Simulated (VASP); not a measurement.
Input of a VASP 6.6.1 run:

The input INCAR:

```
SYSTEM = Cs2Au
  ALGO = Fast
  EDIFF = 1E-6
  EDIFFG = -0.01
  ENCUT = 600
  GGA = PE
  IBRION = 2
  ISIF = 3
  ISMEAR = 0
  LASPH = .True.
  LCHARG = .False.
  LREAL = .False.
  LWAVE = .False.
  NELM = 100
  NSW = 100
  PREC = Accurate
  SIGMA = 0.1
```

The input KPOINTS:

```
k-points
0
Gamma
  10 10 10
  0 0 0
```

File POSCAR:

```
Cs2Au
1.0
    0.0000000000      4.2606471965      4.2606471965
    4.2606471965      0.0000000000      4.2606471965
    4.2606471965      4.2606471965      0.0000000000
Cs Au
2 1
Direct
    0.0000000000      0.0000000000      0.0000000000
    0.7500000000      0.7500000000      0.7500000000
    0.2500000000      0.2500000000      0.2500000000
```

Potentials or basis: VASP PAW PBE potentials, release 64 (Cs_sv, Au).

Command:

```sh
$ cat potpaw_PBE.64/Cs_sv/POTCAR potpaw_PBE.64/Au/POTCAR > POTCAR
$ mpirun -np 1 vasp_std > vasp.out
```

Question: Estimate the relaxed volume.

Answer: 55.67 Å³/atom.

Question: Estimate the space group after relaxing (to 0.05 Å).

Answer: F-43m (No. 216).

Question: Predict the relaxed cell.

Answer: a = 6.181 Å, b = 6.181 Å, c = 6.181 Å, α = 60.00°, β = 60.00°, γ = 60.00°.

Step by step:
```tsv
step	energy change (eV)	largest force (eV/Å)	pressure (GPa)	volume (Å³)
1	0.0000	0.0000	0.49	154.69
2	-0.0088	0.0000	0.31	158.23
3	-0.0162	0.0000	-0.02	167.00
```
